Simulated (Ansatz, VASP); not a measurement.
One calculation of W, two programs

```xyz
1
Lattice="-1.5799 1.5799 1.5799 1.5799 -1.5799 1.5799 1.5799 1.5799 -1.5799" Properties=species:S:1:pos:R:3 pbc="T T T"
W     0.0000    0.0000    0.0000
```

Alike in both runs: functional PBE; dispersion D3(BJ); k mesh 15 × 15 × 15; occupations fermi-dirac, width 0.15 eV; no spin polarisation.

Ansatz relaxed the structure, and its values are those at the end. VASP's run is a single point on that final structure, the one shown.

|  | VASP | Ansatz |
| --- | --- | --- |
| version | VASP 6.6.1 | Ansatz 0.2.0 |
| potentials or method | VASP PAW PBE potentials, release 64 (W_sv) | plane waves, PAW |
| plane-wave cutoff (eV) | 500 | 420 |
| valence electrons in the cell | 14 | 14 |

```tsv
	VASP	Ansatz	Ansatz less VASP
pressure (GPa)	0.6	0.0	-0.58
```

Neither program's run includes spin-orbit coupling.
